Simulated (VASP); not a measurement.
# Mo in VASP: notebook

The runs below take Mo through single point, with revPBE.

Program: VASP 6.6.1. These are calculated values, not measurements. Logs are shortened: lines on timing, memory, paths and dates and some standing lists are left out, and cuts for length are marked.

## (1) The cell of the first run

The typed cell holds 2 atoms: a = 3.030 Å, b = 3.030 Å, c = 4.675 Å, α = 97.19°, β = 97.19°, γ = 127.88°.

## (2) Single point, revPBE (16.24 Å³/atom)

INCAR reads:

```
SYSTEM = Mo
ALGO     = Normal         ! electronic algorithm
EDIFF    = 1E-7           ! SCF threshold, eV
ENCUT    = 520            ! plane-wave cutoff, eV
GGA      = RE             ! functional
ISIF     = 2              ! what is computed and relaxed
ISMEAR   = -1             ! smearing method
LASPH    = .True.         ! aspherical terms in the spheres
LCHARG   = .True.         ! write CHGCAR
LELF     = .True.         ! ELF
LREAL    = .False.        ! projectors in reciprocal space
LVHAR    = .True.       
LWAVE    = .False.        ! write WAVECAR
NBANDS   = 21             ! bands
NELM     = 80             ! most SCF steps
PREC     = Accurate       ! precision mode
SIGMA    = 0.1            ! smearing width, eV
```

KPOINTS reads:

```
k-points
0
Gamma
  15 15 8
  0 0 0
```

POSCAR reads:

```
Mo
1.0
   -1.9247522523      1.9245994210      1.3311215115
    1.9245994210     -1.9247522523      1.3311215115
    3.1690439935      3.1690439935     -1.3314014224
Mo
2
Direct
    0.9999595626      0.0000404374      0.0000000000
    0.7500404374      0.2499595626      0.5000000000
```

Potentials or basis: VASP PAW PBE potentials, release 64 (Mo_sv).

Started as:

```
> cat potpaw_PBE.64/Mo_sv/POTCAR > POTCAR
> mpirun -np 1 vasp_std > vasp.out
```

OUTCAR:

```text
SYSTEM = Mo
   EDIFF = 1E-7
   ENCUT = 520
   GGA = RE
   ISIF = 2
   ISMEAR = -1
   LASPH = .True.
   LREAL = .False.
   NELM = 80
   PREC = Accurate

 ion  position               nearest neighbor table
   1  1.000  0.000  0.000-   2 2.70   2 2.70   2 2.71   2 2.71   2 3.30   2 3.30   2 3.30   2 3.30

   2  0.750  0.250  0.500-   1 2.70   1 2.70   1 2.71   1 2.71   1 3.30   1 3.30   1 3.30   1 3.30

  Warning from LATTYP: Got some problem with cell dimensions!
  Tried to take original basis but could not verify dimensions!
  LATTYP: Found a base centered monoclinic cell.
 ALAT       =     2.6622430318
 B/A-ratio  =     2.0448190784
 C/A-ratio  =     1.7560081678
 COS(beta)  =    -0.2845990132

  Lattice vectors:

 A1 = (   1.9247522523,  -1.9245994210,  -1.3311215115)
 A2 = (  -1.9245994210,   1.9247522523,  -1.3311215115)
 A3 = (   3.1688911622,   3.1688911622,   1.3308416006)

Analysis of symmetry for initial positions (statically):
=====================================================================
 Subroutine PRICEL returns:
 Original cell was already a primitive cell.

 Routine SETGRP: Setting up the symmetry group for a
 base centered monoclinic supercell.

 Subroutine GETGRP returns: Found  4 space group operations
 (whereof  2 operations were pure point group operations)
 out of a pool of  4 trial point group operations.

The static configuration has the point symmetry C_2 .
 The point group associated with its full space group is C_2h.

Analysis of symmetry for dynamics (positions and initial velocities):
=====================================================================
 Subroutine PRICEL returns:
 Original cell was already a primitive cell.

 Routine SETGRP: Setting up the symmetry group for a
 base centered monoclinic supercell.

 Subroutine GETGRP returns: Found  4 space group operations
 (whereof  2 operations were pure point group operations)
 out of a pool of  4 trial point group operations.

The dynamic configuration has the point symmetry C_2 .
 The point group associated with its full space group is C_2h.

 Subroutine INISYM returns: Found  4 space group operations
 (whereof  2 operations are pure point group operations),
 and found     1 'primitive' translations

----------------------------------------------------------------------------------------

                                     Primitive cell

  volume of cell :      32.4753

  direct lattice vectors                    reciprocal lattice vectors
    -1.924752252  1.924599421  1.331121511    -0.050985367  0.208798639  0.375632168
     1.924599421 -1.924752252  1.331121511     0.208798639 -0.050985367  0.375632168
     3.169043993  3.169043993 -1.331401422     0.157780094  0.157780094  0.000018115

  length of vectors
     3.029956871  3.029956871  4.675287094     0.432776969  0.432776969  0.223134750

  position of ions in fractional coordinates (direct lattice)
     0.999959563  0.000040437  0.000000000
     0.750040437  0.249959563  0.500000000

  ion indices of the primitive-cell ions
   primitive index   ion index
                 1           1
                 2           2

----------------------------------------------------------------------------------------

 KPOINTS: k-points

Automatic generation of k-mesh.
 Grid dimensions read from file:
 generate k-points for:   15   15    8

 Generating k-lattice:

  Cartesian coordinates                     Fractional coordinates (reciprocal lattice)
    -0.003399024  0.013919909  0.025042145     0.066666667  0.000000000  0.000000000
     0.013919909 -0.003399024  0.025042145     0.000000000  0.066666667  0.000000000
     0.019722512  0.019722512  0.000002264     0.000000000  0.000000000  0.125000000

  Length of vectors
     0.028851798  0.028851798  0.027891844

  Shift w.r.t. Gamma in fractional coordinates (k-lattice)
     0.000000000  0.000000000  0.000000000

 Subroutine IBZKPT returns following result:
 ===========================================

 Found    488 irreducible k-points:

 Following reciprocal coordinates:
            Coordinates               Weight
  0.000000  0.000000  0.000000      1.000000
  0.066667  0.000000  0.000000      4.000000
  0.133333  0.000000  0.000000      4.000000
  0.200000  0.000000 -0.000000      4.000000
  0.266667  0.000000  0.000000      4.000000
  0.333333  0.000000 -0.000000      4.000000
[... 16 lines left out ...]
  0.133333  0.133333  0.000000      2.000000
  0.200000  0.133333  0.000000      4.000000
 [... further k-points ...]
   k-points           NKPTS =    488   k-points in BZ     NKDIM =    488   number of bands    NBANDS=     21
   number of dos      NEDOS =    301   number of ions     NIONS =      2
   total plane-waves  NPLWV =  20736
   dimension x,y,z NGX =    24 NGY =   24 NGZ =   36
   dimension x,y,z NGXF=    48 NGYF=   48 NGZF=   72
   ions per type =               2
   NGX,Y,Z   is equivalent  to a cutoff of  13.17, 13.17, 12.80 a.u.
   NGXF,Y,Z  is equivalent  to a cutoff of  26.34, 26.34, 25.60 a.u.
 SYSTEM =  Mo
   PREC   = accura    normal or accurate (medium, high low for compatibility)
   ISTART =      0    job   : 0-new  1-cont  2-samecut
   ICHARG =      2    charge: 1-file 2-atom 10-const
   ISPIN  =      1    spin polarized calculation?
   LNONCOLLINEAR =      F non collinear calculations
   LSORBIT =      F    spin-orbit coupling
   LASPH  =      T    aspherical Exc in radial PAW
   ENCUT  =  520.0 eV  38.22 Ry    6.18 a.u.   5.63  5.63  8.69*2*pi/ulx,y,z
   NELM   =     80;   NELMIN=  2; NELMDL= -5     # of ELM steps
   EDIFF  = 0.1E-06   stopping-criterion for ELM
   LREAL  =      F    real-space projection
   EDIFFG = 0.1E-05   stopping-criterion for IOM
   NSW    =      0    number of steps for IOM
   IBRION =     -1    ionic relax: 0-MD 1-quasi-New 2-CG
   NFREE  =      0    steps in history (QN), initial steepest desc. (CG)
   ISIF   =      2    stress and relaxation
   ISYM   =      2    0-nonsym 1-usesym 2-fastsym
   POTIM  = 0.5000    time-step for ionic-motion
   TEBEG  =    0.0;   TEEND  =   0.0 temperature during run
   PSTRESS=    0.0 pullay stress
   NELECT =      28.0000    total number of electrons
   NUPDOWN=      -1.0000    fix difference up-down
   EMIN   =  10.00;   EMAX   =-10.00  energy-range for DOS
   EFERMI =   0.00;   METHOD = LEGACY
   ISMEAR =    -1;   SIGMA  =   0.10  broadening in eV -4-tet -1-fermi 0-gaus
   EFERMI_NEDOS =   21; number of points for ismear=-14 and -15
   IALGO  =     38    algorithm
   IMIX   =      4    mixing-type and parameters
     AMIX     =   0.40;   BMIX     =  1.00
     AMIX_MAG =   1.60;   BMIX_MAG =  1.00
  volume/ion in A,a.u.               =      16.24       109.58
  Fermi-wavevector in a.u.,A,eV,Ry     =   1.558152  2.944480 33.032736  2.427838
  Thomas-Fermi vector in A             =   2.661698
   LORBIT       =      0    0 simple, 1 ext, 2 COOP (PROOUT), +10 PAW based schemes
   GGA     = RE    functional components
   LHFCALC =     F    Hartree Fock is set to
   AEXX    =    0.0000 exact exchange contribution
   IVDW    =     0    specifies the selected vdW correction
   LEPSILON=     F    determine dielectric tensor
   LRPA    =     F    only Hartree local field effects (RPA)
 non-spin polarized calculation
  energy-cutoff  :      520.00
  volume of cell :       32.48
 maximum number of plane-waves:       896
   NGX = 11   NGY = 11   NGZ = 17

 number of electron      28.0000001 magnetization

 Free energy of the ion-electron system (eV)
  ---------------------------------------------------
  ext. energy  EPLUGINS =         0.00000000
  ---------------------------------------------------
  free energy    TOTEN  =       -20.53652158 eV

  energy without entropy =      -20.48710359  energy(sigma->0) =      -20.51181258

 E-fermi :  11.8533     XC(G=0): -13.1032

 val. band max:       11.8531446072   @ k =  -0.0667   0.2667   0.1250
 cond. band min:      11.8569152729   @ k =  -0.4667   0.0667   0.5000
 fundamental gap:      0.0037706658
 Fermi energy:        11.8532774035

 k-point     1 :       0.0000    0.0000    0.0000
  band No.  band energies     occupation
      1     -49.1957      2.00000
      2     -48.9274      2.00000
      3     -23.8461      2.00000
      4     -23.0116      2.00000
      5     -22.6414      2.00000
      6     -22.4942      2.00000
[... 13 lines left out ...]
     20      15.8881      0.00000
     21      23.2045      0.00000

 k-point     2 :       0.0667    0.0000    0.0000
  band No.  band energies     occupation
      1     -49.1854      2.00000
      2     -48.9223      2.00000
      3     -23.8265      2.00000
      4     -23.0167      2.00000
      5     -22.6532      2.00000
      6     -22.5474      2.00000
[... 13 lines left out ...]
     20      16.1034      0.00000
     21      23.1528      0.00000

 k-point     3 :       0.1333    0.0000    0.0000
  band No.  band energies     occupation
      1     -49.1563      2.00000
      2     -48.9082      2.00000
      3     -23.7713      2.00000
      4     -23.0324      2.00000
      5     -22.7377      2.00000
      6     -22.6949      2.00000
[... 13 lines left out ...]
     20      17.1116      0.00000
     21      23.0843      0.00000
[... 457 lines left out ...]
 k-point    23 :       0.1333    0.1333    0.0000
  band No.  band energies     occupation
      1     -49.0768      2.00000
      2     -48.8637      2.00000
      3     -23.6385      2.00000
      4     -23.2107      2.00000
      5     -23.1320      2.00000
      6     -23.0049      2.00000
[... 13 lines left out ...]
     20      18.4657      0.00000
     21      23.5739      0.00000

 k-point    24 :       0.2000    0.1333    0.0000
  band No.  band energies     occupation
      1     -49.0276      2.00000
      2     -48.8424      2.00000
      3     -23.5700      2.00000
      4     -23.4536      2.00000
      5     -23.3312      2.00000
      6     -23.0274      2.00000
[... 13 lines left out ...]
     20      18.9575      0.00000
     21      23.9989      0.00000

 [... further k-points ...]

------------------------ aborting loop because EDIFF is reached ----------------------------------------

  FORCE on cell =-STRESS in cart. coord.  units (eV):
  Direction    XX          YY          ZZ          XY          YZ          ZX
  --------------------------------------------------------------------------------------
  -------------------------------------------------------------------------------------
  Total        0.0812104      0.0812104      0.0789650      0.0263926     -0.0023657     -0.0023657
  in kB        4.0065364      4.0065364      3.8957613      1.3020875     -0.1167136     -0.1167140
  external PRESSURE =       3.9696114 kB  Pullay stress =       0.0000000 kB

 VOLUME and BASIS-vectors are now :
 -----------------------------------------------------------------------------
  energy-cutoff  :      520.00
  volume of cell :       32.48
      direct lattice vectors                 reciprocal lattice vectors
    -1.924752252  1.924599421  1.331121511    -0.050985367  0.208798639  0.375632168
     1.924599421 -1.924752252  1.331121511     0.208798639 -0.050985367  0.375632168
     3.169043993  3.169043993 -1.331401422     0.157780094  0.157780094  0.000018115

 POSITION                                       TOTAL-FORCE (eV/Angst)
 -----------------------------------------------------------------------------------
     -1.92460      1.92444      1.33112        -0.001930      0.001930      0.000000
      0.62195      2.54694      0.66542         0.001930     -0.001930     -0.000000
 -----------------------------------------------------------------------------------
    total drift:                                0.000000     -0.000000      0.000000

  FREE ENERGIE OF THE ION-ELECTRON SYSTEM (eV)
  ---------------------------------------------------
  free  energy   TOTEN  =       -20.5365215790 eV

  energy  without entropy=      -20.4871035858  energy(sigma->0) =      -20.51181258
```

Wall time 2.4 min (1 thread of Intel Xeon 6975P-C (Granite Rapids), shared host); peak memory 0.35 GiB.

Results:

* Free energy: -20.5365 eV
* Pressure: 0.4 GPa
* Band gap on the k mesh: zero (bands 14 and 15 overlap by 1.52 eV)

Forces on the atoms (eV/Å):
```
Mo  -0.002  0.002  0.000
Mo   0.002 -0.002  0.000
```

Levels at points of the mesh, in eV from the Fermi level:
```
           k point  band 12  band 13  band 14  band 15  band 16  band 17
(0.00, 0.00, 0.00)    -2.16    -1.13     0.46     0.87     0.91     1.90
(0.00, 0.00, 0.50)    -2.06    -1.38    -1.38     0.29     0.29     1.43
```

Caveat: the PAW data sets were made with another functional, which shifts forces and pressure a little.

[end of part 1 of 2]
